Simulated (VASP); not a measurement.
# HfC (Fm-3m) in VASP: a series of runs

Runs on HfC. Level: PBE. Tasks: single point.

Everything below comes from runs of VASP 6.6.1. Logs are shortened: lines on timing, memory, paths and dates and some standing lists are left out, and cuts for length are marked.

## 1. The cell of the first run

It takes space group Fm-3m (No. 225, cubic). The conventional cell has a = 4.457 Å, b = 4.457 Å, c = 4.457 Å, α = 90.00°, β = 90.00°, γ = 90.00°. Hf (site symmetry m-3m) has 6 C at 2.23 Å within 2.9 Å. C (site symmetry m-3m) has 6 Hf at 2.23 Å within 2.9 Å.

## 2. Single point, PBE (volume scaled by 0.88)

File INCAR:

```
SYSTEM = HfC
PREC     = Accurate       ! precision mode
ENCUT    = 520            ! plane-wave cutoff, eV
EDIFF    = 1E-6           ! SCF threshold, eV
ISMEAR   = 0              ! smearing method
SIGMA    = 0.1            ! smearing width, eV
LREAL    = .FALSE.        ! projectors in reciprocal space
LASPH    = .TRUE.         ! aspherical terms in the spheres
NELM     = 80             ! most SCF steps
ALGO     = Normal         ! electronic algorithm
ISIF     = 2              ! what is computed and relaxed
LWAVE    = .FALSE.        ! write WAVECAR
LCHARG   = .FALSE.        ! write CHGCAR
GGA      = PE             ! functional
NBANDS   = 14             ! bands
```

File KPOINTS:

```
regular mesh
0
G
  16 16 16
  0 0 0
```

File POSCAR:

```
HfC
1.0
    0.0000000000      2.2287258045      2.2287258045
    2.2287258045      0.0000000000      2.2287258045
    2.2287258045      2.2287258045      0.0000000000
Hf C
1 1
Direct
    0.5000000000      0.5000000000      0.5000000000
    0.0000000000      0.0000000000      0.0000000000
```

Potentials or basis: VASP PAW PBE potentials, release 64 (Hf_pv, C).

The run is started by

```
$ cat potpaw_PBE.64/Hf_pv/POTCAR potpaw_PBE.64/C/POTCAR > POTCAR
$ mpirun -np 1 vasp_std > vasp.out
```

OUTCAR:

```text
SYSTEM = HfC
   PREC = Accurate
   ENCUT = 520
   EDIFF = 1E-6
   ISMEAR = 0
   LREAL = .FALSE.
   LASPH = .TRUE.
   NELM = 80
   ISIF = 2
   GGA = PE

 ion  position               nearest neighbor table
   1  0.500  0.500  0.500-   2 2.23   2 2.23   2 2.23   2 2.23   2 2.23   2 2.23
   2  0.000  0.000  0.000-   1 2.23   1 2.23   1 2.23   1 2.23   1 2.23   1 2.23

  LATTYP: Found a face centered cubic cell.
 ALAT       =     4.4574516090

  Lattice vectors:

 A1 = (   0.0000000000,   2.2287258045,   2.2287258045)
 A2 = (   2.2287258045,   0.0000000000,   2.2287258045)
 A3 = (   2.2287258045,   2.2287258045,   0.0000000000)

Analysis of symmetry for initial positions (statically):
=====================================================================
 Subroutine PRICEL returns:
 Original cell was already a primitive cell.

 Routine SETGRP: Setting up the symmetry group for a
 face centered cubic supercell.

 Subroutine GETGRP returns: Found 48 space group operations
 (whereof 48 operations were pure point group operations)
 out of a pool of 48 trial point group operations.

The static configuration has the point symmetry O_h .

Analysis of symmetry for dynamics (positions and initial velocities):
=====================================================================
 Subroutine PRICEL returns:
 Original cell was already a primitive cell.

 Routine SETGRP: Setting up the symmetry group for a
 face centered cubic supercell.

 Subroutine GETGRP returns: Found 48 space group operations
 (whereof 48 operations were pure point group operations)
 out of a pool of 48 trial point group operations.

The dynamic configuration has the point symmetry O_h .

 Subroutine INISYM returns: Found 48 space group operations
 (whereof 48 operations are pure point group operations),
 and found     1 'primitive' translations

----------------------------------------------------------------------------------------

                                     Primitive cell

  volume of cell :      22.1411

  direct lattice vectors                    reciprocal lattice vectors
     0.000000000  2.228725804  2.228725804    -0.224343434  0.224343434  0.224343434
     2.228725804  0.000000000  2.228725804     0.224343434 -0.224343434  0.224343434
     2.228725804  2.228725804  0.000000000     0.224343434  0.224343434 -0.224343434

  length of vectors
     3.151894260  3.151894260  3.151894260     0.388574226  0.388574226  0.388574226

  position of ions in fractional coordinates (direct lattice)
[... 83 lines left out ...]
   IBRION =     -1    ionic relax: 0-MD 1-quasi-New 2-CG
   NFREE  =      0    steps in history (QN), initial steepest desc. (CG)
   ISIF   =      2    stress and relaxation
   ISYM   =      2    0-nonsym 1-usesym 2-fastsym
   POTIM  = 0.5000    time-step for ionic-motion
   TEBEG  =    0.0;   TEEND  =   0.0 temperature during run
   PSTRESS=    0.0 pullay stress
   NELECT =      14.0000    total number of electrons
   NUPDOWN=      -1.0000    fix difference up-down
   EMIN   =  10.00;   EMAX   =-10.00  energy-range for DOS
   EFERMI =   0.00;   METHOD = LEGACY
   ISMEAR =     0;   SIGMA  =   0.10  broadening in eV -4-tet -1-fermi 0-gaus
   EFERMI_NEDOS =   21; number of points for ismear=-14 and -15
   IALGO  =     38    algorithm
   IMIX   =      4    mixing-type and parameters
     AMIX     =   0.40;   BMIX     =  1.00
     AMIX_MAG =   1.60;   BMIX_MAG =  1.00
  volume/ion in A,a.u.               =      11.07        74.71
  Fermi-wavevector in a.u.,A,eV,Ry     =   1.405133  2.655317 26.863339  1.974400
  Thomas-Fermi vector in A             =   2.527625
   LORBIT       =      0    0 simple, 1 ext, 2 COOP (PROOUT), +10 PAW based schemes
   GGA     = PE    functional components
   LHFCALC =     F    Hartree Fock is set to
   AEXX    =    0.0000 exact exchange contribution
   IVDW    =     0    specifies the selected vdW correction
   LEPSILON=     F    determine dielectric tensor
   LRPA    =     F    only Hartree local field effects (RPA)
 non-spin polarized calculation
 Gauss-broadening in eV      SIGMA  =   0.10
  energy-cutoff  :      520.00
  volume of cell :       22.14
 maximum number of plane-waves:       609
   NGX = 11   NGY = 11   NGZ = 11

 number of electron      13.9999999 magnetization

 Free energy of the ion-electron system (eV)
  ---------------------------------------------------
  ext. energy  EPLUGINS =         0.00000000
  ---------------------------------------------------
  free energy    TOTEN  =       -20.72620680 eV

  energy without entropy =      -20.72433843  energy(sigma->0) =      -20.72527262

 E-fermi :   6.9492     XC(G=0): -12.9258

 val. band max:        6.9313018970   @ k =   0.3125   0.2500   0.0000
 cond. band min:       6.9642296671   @ k =   0.4375   0.4375   0.0000
 fundamental gap:      0.0329277701
 Fermi energy:         6.9491631572

 k-point     1 :       0.0000    0.0000    0.0000
  band No.  band energies     occupation
      1     -21.9787      2.00000
      2     -21.9787      2.00000
      3     -21.9787      2.00000
      4      -5.9782      2.00000
      5       8.0393      0.00000
      6       8.0393      0.00000
      7       8.0393      0.00000
      8       8.3808      0.00000
      9       8.3808      0.00000
     10       8.3808      0.00000
     11      10.7599      0.00000
     12      10.7599      0.00000
     13      15.3750      0.00000
     14      18.3425      0.00000
[... 377 lines left out ...]
      1     -22.0870      2.00000
      2     -22.0073      2.00000
      3     -21.9808      2.00000
      4      -5.6596      2.00000
      5       6.5189      2.00000
      6       6.7966      1.96906
      7       6.9260      1.25646
      8       8.5660      0.00000
      9       9.3185      0.00000
     10       9.3452      0.00000
     11      11.4680      0.00000
     12      12.4687      0.00000
     13      15.9371      0.00000
     14      19.1929      0.00000

 [... further k-points ...]
[... 5 lines left out ...]
  --------------------------------------------------------------------------------------
  -------------------------------------------------------------------------------------
  Total        5.3109081      5.3109081      5.3109081      0.0000000      0.0000000      0.0000000
  in kB      384.3080197    384.3080197    384.3080197      0.0000000      0.0000000      0.0000000
  external PRESSURE =     384.3080197 kB  Pullay stress =       0.0000000 kB

 VOLUME and BASIS-vectors are now :
 -----------------------------------------------------------------------------
  energy-cutoff  :      520.00
  volume of cell :       22.14
      direct lattice vectors                 reciprocal lattice vectors
     0.000000000  2.228725804  2.228725804    -0.224343434  0.224343434  0.224343434
     2.228725804  0.000000000  2.228725804     0.224343434 -0.224343434  0.224343434
     2.228725804  2.228725804  0.000000000     0.224343434  0.224343434 -0.224343434

 POSITION                                       TOTAL-FORCE (eV/Angst)
 -----------------------------------------------------------------------------------
      2.22873      2.22873      2.22873         0.000000      0.000000      0.000000
      0.00000      0.00000      0.00000        -0.000000      0.000000     -0.000000
 -----------------------------------------------------------------------------------
    total drift:                                0.000000     -0.000000      0.000000

  FREE ENERGIE OF THE ION-ELECTRON SYSTEM (eV)
  ---------------------------------------------------
  free  energy   TOTEN  =       -20.7262068001 eV

  energy  without entropy=      -20.7243384306  energy(sigma->0) =      -20.72527262
```

Wall time 20 s (1 thread of Intel Xeon Platinum 8488C (Sapphire Rapids), shared host); peak memory 0.17 GiB.

What came out:

| Item | Value |
| --- | --- |
| Free energy | -20.7262 eV |
| Pressure | 38.4 GPa |
| Band gap on the k mesh | zero (band 7 reaches 8.04 eV, above the bottom of band 8 at 6.54 eV) |

Caveat: spin-orbit coupling is left out, which moves the levels of the heavy elements.

## 3. Single point, PBE (volume scaled by 0.91)

File INCAR:

```
SYSTEM = HfC
  ALGO = Normal
  EDIFF = 1E-6
  ENCUT = 520
  GGA = PE
  ISIF = 2
  ISMEAR = 0
  LASPH = .True.
  LCHARG = .False.
  LREAL = .False.
  LWAVE = .False.
  NBANDS = 14
  NELM = 100
  PREC = Accurate
  SIGMA = 0.1
```

File KPOINTS:

```
k-points
0
Gamma
  16 16 16
  0 0 0
```

File POSCAR:

```
HfC
1.0
    0.0000000000      2.2537697637      2.2537697637
    2.2537697637      0.0000000000      2.2537697637
    2.2537697637      2.2537697637      0.0000000000
Hf C
1 1
Direct
    0.5000000000      0.5000000000      0.5000000000
    0.0000000000      0.0000000000      0.0000000000
```

Potentials or basis: VASP PAW PBE potentials, release 64 (Hf_pv, C).

The run is started by

```
$ cat potpaw_PBE.64/Hf_pv/POTCAR potpaw_PBE.64/C/POTCAR > POTCAR
$ mpirun -np 1 vasp_std > vasp.out
```

OUTCAR:

```text
SYSTEM = HfC
   EDIFF = 1E-6
   ENCUT = 520
   GGA = PE
   ISIF = 2
   ISMEAR = 0
   LASPH = .True.
   LREAL = .False.
   NELM = 100
   PREC = Accurate

 ion  position               nearest neighbor table
   1  0.500  0.500  0.500-   2 2.25   2 2.25   2 2.25   2 2.25   2 2.25   2 2.25
   2  0.000  0.000  0.000-   1 2.25   1 2.25   1 2.25   1 2.25   1 2.25   1 2.25

  LATTYP: Found a face centered cubic cell.
 ALAT       =     4.5075395274

  Lattice vectors:

 A1 = (   0.0000000000,   2.2537697637,   2.2537697637)
 A2 = (   2.2537697637,   0.0000000000,   2.2537697637)
[... 585 lines left out ...]
     10       9.0280      0.00000
     11      11.0530      0.00000
     12      12.0239      0.00000
     13      15.2388      0.00000
     14      18.7825      0.00000

 [... further k-points ...]
[... 5 lines left out ...]
  --------------------------------------------------------------------------------------
  -------------------------------------------------------------------------------------
  Total        3.7595023      3.7595023      3.7595023      0.0000000     -0.0000000      0.0000000
  in kB      263.0766454    263.0766454    263.0766454      0.0000000     -0.0000000      0.0000000
  external PRESSURE =     263.0766454 kB  Pullay stress =       0.0000000 kB

 VOLUME and BASIS-vectors are now :
 -----------------------------------------------------------------------------
  energy-cutoff  :      520.00
  volume of cell :       22.90
      direct lattice vectors                 reciprocal lattice vectors
     0.000000000  2.253769764  2.253769764    -0.221850523  0.221850523  0.221850523
     2.253769764  0.000000000  2.253769764     0.221850523 -0.221850523  0.221850523
     2.253769764  2.253769764  0.000000000     0.221850523  0.221850523 -0.221850523

 POSITION                                       TOTAL-FORCE (eV/Angst)
 -----------------------------------------------------------------------------------
      2.25377      2.25377      2.25377        -0.000000      0.000000     -0.000000
      0.00000      0.00000      0.00000         0.000000     -0.000000      0.000000
 -----------------------------------------------------------------------------------
    total drift:                                0.000000     -0.000000      0.000000

  FREE ENERGIE OF THE ION-ELECTRON SYSTEM (eV)
  ---------------------------------------------------
  free  energy   TOTEN  =       -20.8782010391 eV

  energy  without entropy=      -20.8760933604  energy(sigma->0) =      -20.87714720
```

stdout:

```text
POSCAR found type information on POSCAR HfC
 POSCAR found :  2 types and       2 ions
 scaLAPACK will be used
 LDA part: xc-table for (Slater+PW92), standard interpolation
 POSCAR, INCAR and KPOINTS ok, starting setup
 FFT: planning ... GRIDC
 FFT: planning ... GRID_SOFT
 FFT: planning ... GRID
 WAVECAR not read
 entering main loop
```

Wall time 18 s (1 thread of Intel Xeon Platinum 8488C (Sapphire Rapids), shared host); peak memory 0.17 GiB.

Results:

```
Free energy            : -20.8782 eV
Pressure               : 26.3 GPa
Band gap on the k mesh : zero (band 7 reaches 7.74 eV, above the bottom of band 8 at 6.26 eV)
```

Caveat: spin-orbit coupling is left out, which moves the levels of the heavy elements.

## 4. Single point, PBE (volume scaled by 0.94)

File INCAR:

```
PREC = Accurate ; ENCUT = 520
EDIFF = 1E-7 ; ISMEAR = 0
SIGMA = 0.1 ; LREAL = F
LASPH = T ; NELM = 60
ALGO = Normal ; ISIF = 2
LWAVE = F ; LCHARG = T
GGA = PE ; LELF = T
LVHAR = T ; NBANDS = 14
```

File KPOINTS:

```
Automatic mesh
0
Gamma
  16 16 16
```

File POSCAR:

```
HfC
1.0
    0.0000000000      2.2782691805      2.2782691805
    2.2782691805      0.0000000000      2.2782691805
    2.2782691805      2.2782691805      0.0000000000
Hf C
1 1
Direct
    0.5000000000      0.5000000000      0.5000000000
    0.0000000000      0.0000000000      0.0000000000
```

The run is started by

```
$ cat potpaw_PBE.64/Hf_pv/POTCAR potpaw_PBE.64/C/POTCAR > POTCAR
$ mpirun -np 1 vasp_std > vasp.out
```

Wall time 26 s (1 thread of Intel Xeon Platinum 8488C (Sapphire Rapids), shared host); peak memory 0.18 GiB.

It converged, with:

```
Free energy            : -20.9773 eV
Pressure               : 15.9 GPa
Band gap on the k mesh : zero (band 7 reaches 7.46 eV, above the bottom of band 8 at 6.00 eV)
```

Levels at points of the mesh, in eV from the Fermi level:
```csv
k point,band 3,band 4,band 5,band 6,band 7,band 8,band 9,band 10,band 11,band 12
"(0.00, 0.00, 0.00)",-29.25,-12.59,1.06,1.06,1.06,1.43,1.43,1.43,3.61,3.61
"(0.50, 0.00, 0.00)",-29.33,-8.47,-6.40,-3.18,-3.18,5.70,5.70,6.20,6.88,12.23
"(0.50, 0.50, 0.00)",-29.54,-10.67,-2.49,-1.96,-0.01,-0.01,5.70,7.26,7.26,9.25
```

Caveat: spin-orbit coupling is left out, which moves the levels of the heavy elements.

## 5. Summary

| cell | gap on the mesh (eV) | pressure (GPa) |
| --- | --- | --- |
| a = 3.152 Å, angles 60.0°, 2 atoms | none | 38.4 |
| a = 3.187 Å, angles 60.0°, 2 atoms | none | 26.3 |
| a = 3.222 Å, angles 60.0°, 2 atoms | none | 15.9 |

Alike in all rows: task single point; level PBE; potentials or basis VASP PAW PBE potentials, release 64 (Hf_pv, C); no spin polarisation; k mesh 16 × 16 × 16; cutoff (eV) 520; smearing gaussian 0.1 eV.

Caveats: spin-orbit coupling is left out, which moves the levels of the heavy elements.

Absolute energies hang on the potentials; compare differences alone.
